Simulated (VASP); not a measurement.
# CdS (P3m1) in VASP: notebook, part 2 of 2

VASP 6.6.1.

### Step 4. Single point, PBEsol (47.46 Å³/atom)

This run uses another cell than the first one.

INCAR

```
SYSTEM = CdS
PREC = Accurate ; ENCUT = 520
EDIFF = 1E-7 ; ISMEAR = -1
SIGMA = 0.05 ; LREAL = .FALSE.
LASPH = .TRUE. ; NELM = 60
ALGO = Normal ; ISIF = 2
LWAVE = .FALSE. ; LCHARG = .TRUE.
GGA = PS ; LELF = .TRUE.
LVHAR = .TRUE. ; NBANDS = 16
```

KPOINTS

```
regular mesh
0
G
  7 7 5
  0 0 0
```

POSCAR

```
CdS
1.0
    4.3172440391      0.0000000000      0.0000000000
   -2.1586220196      3.7388430122      0.0000000000
    0.0000000000      0.0000000000      5.8805523956
Cd S
1 1
Direct
    0.0000000000      0.0000000000      0.4426919200
    0.6666666667      0.3333333333      0.4343080800
```

Potentials or basis: VASP PAW PBE potentials, release 64 (Cd, S).

Run with:

```bash
> cat potpaw_PBE.64/Cd/POTCAR potpaw_PBE.64/S/POTCAR > POTCAR
> mpirun -np 1 vasp_std > vasp.out
```

OUTCAR:

```text
SYSTEM = CdS
   PREC = Accurate
   ENCUT = 520
   EDIFF = 1E-7
   ISMEAR = -1
   LREAL = .FALSE.
   LASPH = .TRUE.
   NELM = 60
   ISIF = 2
   GGA = PS

 ion  position               nearest neighbor table
   1  0.000  0.000  0.443-   2 2.49   2 2.49   2 2.49
   2  0.667  0.333  0.434-   1 2.49   1 2.49   1 2.49

  LATTYP: Found a hexagonal cell.
 ALAT       =     4.3172440391
 C/A-ratio  =     1.3621079426

  Lattice vectors:

 A1 = (   4.3172440391,   0.0000000000,   0.0000000000)
 A2 = (  -2.1586220196,   3.7388430122,   0.0000000000)
 A3 = (   0.0000000000,   0.0000000000,   5.8805523956)

Analysis of symmetry for initial positions (statically):
=====================================================================
 Subroutine PRICEL returns:
 Original cell was already a primitive cell.

 Routine SETGRP: Setting up the symmetry group for a
 hexagonal supercell.

 Subroutine GETGRP returns: Found  6 space group operations
 (whereof  6 operations were pure point group operations)
 out of a pool of 24 trial point group operations.

The static configuration has the point symmetry C_3v.

Analysis of symmetry for dynamics (positions and initial velocities):
=====================================================================
 Subroutine PRICEL returns:
 Original cell was already a primitive cell.

 Routine SETGRP: Setting up the symmetry group for a
 hexagonal supercell.

 Subroutine GETGRP returns: Found  6 space group operations
 (whereof  6 operations were pure point group operations)
 out of a pool of 24 trial point group operations.

The dynamic configuration has the point symmetry C_3v.

 Subroutine INISYM returns: Found  6 space group operations
 (whereof  6 operations are pure point group operations),
 and found     1 'primitive' translations

----------------------------------------------------------------------------------------

[... 108 lines left out ...]
   EFERMI_NEDOS =   21; number of points for ismear=-14 and -15
   IALGO  =     38    algorithm
   IMIX   =      4    mixing-type and parameters
     AMIX     =   0.40;   BMIX     =  1.00
     AMIX_MAG =   1.60;   BMIX_MAG =  1.00
  volume/ion in A,a.u.               =      47.46       320.28
  Fermi-wavevector in a.u.,A,eV,Ry     =   0.940542  1.777367 12.035984  0.884620
  Thomas-Fermi vector in A             =   2.067964
   LORBIT       =      0    0 simple, 1 ext, 2 COOP (PROOUT), +10 PAW based schemes
   GGA     = PS    functional components
   LHFCALC =     F    Hartree Fock is set to
   AEXX    =    0.0000 exact exchange contribution
   IVDW    =     0    specifies the selected vdW correction
   LEPSILON=     F    determine dielectric tensor
   LRPA    =     F    only Hartree local field effects (RPA)
 non-spin polarized calculation
  energy-cutoff  :      520.00
  volume of cell :       94.92
 maximum number of plane-waves:      2572
   NGX = 17   NGY = 17   NGZ = 21

 number of electron      18.0000002 magnetization

 Free energy of the ion-electron system (eV)
  ---------------------------------------------------
  ext. energy  EPLUGINS =         0.00000000
  ---------------------------------------------------
  free energy    TOTEN  =        -6.13341054 eV

  energy without entropy =       -6.13341040  energy(sigma->0) =       -6.13341047

 E-fermi :  -1.6485     XC(G=0):  -6.0541

 val. band max:       -2.3853028307   @ k =   0.2857   0.2857   0.0000
 cond. band min:      -1.0630131724   @ k =   0.0000   0.0000   0.0000
 fundamental gap:      1.3222896583
 Fermi energy:        -1.6485037676

 k-point     1 :       0.0000    0.0000    0.0000
  band No.  band energies     occupation
      1     -13.8067      2.00000
      2      -9.9209      2.00000
      3      -9.9209      2.00000
      4      -9.4652      2.00000
      5      -9.4652      2.00000
      6      -9.2720      2.00000
[... 433 lines left out ...]
      3      -9.7634      2.00000
      4      -9.5251      2.00000
      5      -9.4742      2.00000
      6      -9.1885      2.00000
[... 8 lines left out ...]
     15       7.5494      0.00000
     16       8.0284      0.00000

 [... further k-points ...]

------------------------ aborting loop because EDIFF is reached ----------------------------------------

  FORCE on cell =-STRESS in cart. coord.  units (eV):
  Direction    XX          YY          ZZ          XY          YZ          ZX
  --------------------------------------------------------------------------------------
  -------------------------------------------------------------------------------------
  Total       -1.9585284     -1.9585284     -0.0052524      0.0000000      0.0000000     -0.0000000
  in kB      -33.0581470    -33.0581470     -0.0886559      0.0000000      0.0000000     -0.0000000
  external PRESSURE =     -22.0683166 kB  Pullay stress =       0.0000000 kB

 VOLUME and BASIS-vectors are now :
 -----------------------------------------------------------------------------
  energy-cutoff  :      520.00
  volume of cell :       94.92
      direct lattice vectors                 reciprocal lattice vectors
     4.317244039  0.000000000  0.000000000     0.231629250  0.133731210  0.000000000
    -2.158622020  3.738843012  0.000000000     0.000000000  0.267462420  0.000000000
     0.000000000  0.000000000  5.880552396     0.000000000  0.000000000  0.170052052

 POSITION                                       TOTAL-FORCE (eV/Angst)
 -----------------------------------------------------------------------------------
      0.00000      0.00000      2.60327        -0.000000      0.000000     -0.022693
      2.15862      1.24628      2.55397         0.000000     -0.000000      0.022693
 -----------------------------------------------------------------------------------
    total drift:                                0.000001     -0.000000      0.000079

  FREE ENERGIE OF THE ION-ELECTRON SYSTEM (eV)
  ---------------------------------------------------
  free  energy   TOTEN  =        -6.1334105408 eV

  energy  without entropy=       -6.1334103980  energy(sigma->0) =       -6.13341047
```

stdout:

```text
POSCAR found type information on POSCAR CdS
 POSCAR found :  2 types and       2 ions
 scaLAPACK will be used
 -----------------------------------------------------------------------------
|                                                                             |
|                                                                             |
|     You enforced a specific xc type in the INCAR file but a different       |
|     I HOPE YOU KNOW WHAT YOU ARE DOING!                                     |
|                                                                             |
 -----------------------------------------------------------------------------

 LDA part: xc-table for (Slater+PW92), standard interpolation
 POSCAR, INCAR and KPOINTS ok, starting setup
 FFT: planning ... GRIDC
 FFT: planning ... GRID_SOFT
 FFT: planning ... GRID
 WAVECAR not read
 entering main loop
```

Run time: 45 s. Hardware: 1 thread of Intel Xeon Platinum 8259CL at 2.50GHz (Skylake/Cascade Lake), shared host; peak memory 0.23 GiB.

What came out:

```
Free energy            : -6.1334 eV
Pressure               : -2.2 GPa
Largest force          : 0.023 eV/Å
Band gap on the k mesh : 1.32 eV (least direct gap 1.35 eV)
```

Forces on the atoms (eV/Å):
```
Cd   0.000  0.000 -0.023
S    0.000  0.000  0.023
```

Caveat: the PAW data sets were made with another functional, which shifts forces and pressure a little; an odd mesh through Γ misses points on the zone boundary, where band edges can lie.

### Step 5. Single point, LDA (48.37 Å³/atom)

This run uses another cell than the first one.

INCAR

```
PREC = Accurate ; ENCUT = 520
EDIFF = 1E-7 ; ISMEAR = -1
SIGMA = 0.05 ; LREAL = F
LASPH = T ; NELM = 60
ALGO = Normal ; ISIF = 2
LWAVE = F ; LCHARG = F
GGA = CA ; NBANDS = 16
```

KPOINTS

```
Automatic mesh
0
Gamma
  7 7 5
```

POSCAR

```
CdS
1.0
    4.3447431501      0.0000000000      0.0000000000
   -2.1723715751      3.7626579410      0.0000000000
    0.0000000000      0.0000000000      5.9180091532
Cd S
1 1
Direct
    0.0000000000      0.0000000000      0.4426919200
    0.6666666667      0.3333333333      0.4343080800
```

Potentials or basis: VASP PAW LDA potentials, release 64 (Cd, S).

Run with:

```bash
> cat potpaw_LDA.64/Cd/POTCAR potpaw_LDA.64/S/POTCAR > POTCAR
> mpirun -np 1 vasp_std > vasp.out
```

Run time: 31 s. Hardware: 1 thread of Intel Xeon Platinum 8259CL at 2.50GHz (Skylake/Cascade Lake), shared host; peak memory 0.2 GiB.

Results (log left out):

- Free energy: -6.5005 eV
- Pressure: -3.5 GPa
- Largest force: 0.035 eV/Å
- Band gap on the k mesh: 1.09 eV (least direct gap 1.18 eV)

Forces in eV/Å, atoms in the order of the input:
```
Cd   0.000  0.000 -0.035
S    0.000  0.000  0.035
```

Stress tensor (GPa, compression positive):
```
-5.14  0.00  0.00
 0.00 -5.14  0.00
 0.00  0.00 -0.09
```

Levels at points of the mesh, in eV from the valence-band top:
```
           k point  band 5  band 6  band 7  band 8  band 9  band 10  band 11  band 12  band 13  band 14
(0.00, 0.00, 0.00)   -7.14   -6.95   -0.91   -0.09   -0.09     1.09     5.48     6.61     6.66     6.66
```

Caveat: the cell stands under tension; an odd mesh through Γ misses points on the zone boundary, where band edges can lie.

### Step 6. Single point, PBE+D4 (cell strained by +1.0% along z)

INCAR

```
SYSTEM = CdS
ALGO = Normal
EDIFF = 1E-6
EFERMI = MIDGAP
ENCUT = 720
GGA = PE
GGA_COMPAT = .False.
ISIF = 2
ISMEAR = 0
IVDW = 13
LASPH = .True.
LCHARG = .False.
LREAL = .False.
LWAVE = .False.
NBANDS = 29
NELM = 120
PREC = Accurate
SIGMA = 0.03
```

KPOINTS

```
Automatic mesh
0
Gamma
  12 12 8
  0 0 0
```

POSCAR

```
CdS
1.0
    4.2611695877      0.0000000000      0.0000000000
   -2.1305847939      3.6902811128      0.0000000000
    0.0000000000      0.0000000000      5.8622146694
Cd S
1 1
Direct
    0.0000000000      0.0000000000      0.4426919200
    0.6666666700      0.3333333300      0.4480912700
```

Potentials or basis: VASP PAW PBE potentials, release 64 (Cd, S).

Run with:

```bash
> cat potpaw_PBE.64/Cd/POTCAR potpaw_PBE.64/S/POTCAR > POTCAR
> mpirun -np 1 vasp_std > vasp.out
```

Run time: 4.6 min. Hardware: 1 thread of Intel Xeon 6975P-C (Granite Rapids), shared host; peak memory 0.61 GiB.

It converged, with:

| Quantity | Value |
| --- | --- |
| Free energy | -5.9727 eV |
| Pressure | -0.6 GPa |
| Band gap on the k mesh | 1.48 eV |
| Dispersion energy per atom | -0.161 eV |

Stress tensor (GPa, compression positive):
```
-0.75  0.00  0.00
 0.00 -0.75  0.00
 0.00  0.00 -0.33
```

Levels at points of the mesh, in eV from the valence-band top:
```csv
k point,band 5,band 6,band 7,band 8,band 9,band 10,band 11,band 12,band 13,band 14
"(0.00, 0.00, 0.00)",-7.13,-6.93,-1.05,0.00,0.00,1.48,5.55,6.93,6.93,6.93
"(0.50, 0.00, 0.00)",-7.15,-6.75,-3.57,-1.30,-0.16,3.71,5.13,6.77,7.41,10.11
"(0.00, 0.00, 0.50)",-7.13,-6.92,-1.26,0.00,0.00,1.75,5.03,6.98,6.98,9.16
"(0.50, 0.00, 0.50)",-7.15,-6.74,-3.55,-1.29,-0.27,3.86,4.27,7.75,7.99,10.05
```

Caveat: the cell differs from its parent crystal (cell strained by +1.0% along z).

### Step 7. The runs side by side

```tsv
level	potentials or basis	cell	k mesh	cutoff (eV)	smearing	dipole correction	tolerance level	purpose	gap on the mesh (eV)	pressure (GPa)	largest force (eV/Å)
PBEsol	VASP PAW PBE potentials, release 64 (Cd, S)	a = 4.289, b = 4.289, c = 5.843 Å, angles 90.0, 90.0, 120.0°, 2 atoms, atomic positions A	7 × 7 × 5	520	fermi-dirac 0.05 eV	no	-	-	1.38	-1.8	0.02
LDA	VASP PAW LDA potentials, release 64 (Cd, S)	a = 4.317, b = 4.317, c = 5.881 Å, angles 90.0, 90.0, 120.0°, 2 atoms, atomic positions A	7 × 7 × 5	520	fermi-dirac 0.05 eV	no	-	-	1.16	-3.1	0.03
PBEsol	VASP PAW PBE potentials, release 64 (Cd, S)	a = 4.317, b = 4.317, c = 5.881 Å, angles 90.0, 90.0, 120.0°, 2 atoms, atomic positions A	7 × 7 × 5	520	fermi-dirac 0.05 eV	no	-	-	1.32	-2.2	0.02
LDA	VASP PAW LDA potentials, release 64 (Cd, S)	a = 4.345, b = 4.345, c = 5.918 Å, angles 90.0, 90.0, 120.0°, 2 atoms, atomic positions A	7 × 7 × 5	520	fermi-dirac 0.05 eV	no	-	-	1.09	-3.5	0.03
PBE+D4	VASP PAW PBE potentials, release 64 (Cd, S)	a = 4.261, b = 4.261, c = 5.862 Å, angles 90.0, 90.0, 120.0°, 2 atoms, atomic positions B	12 × 12 × 8	720	gaussian 0.03 eV	-	standard	forces	1.48	-0.6	-
```

Alike in all rows: task single point; no spin polarisation.

Caveats: an odd mesh through Γ misses points on the zone boundary, where band edges can lie (at least some runs); the PAW data sets were made with another functional, which shifts forces and pressure a little (at least some runs); the cell stands under tension (at least some runs).

Total energies depend on the potentials used, so only differences within one code and one set of settings carry meaning.
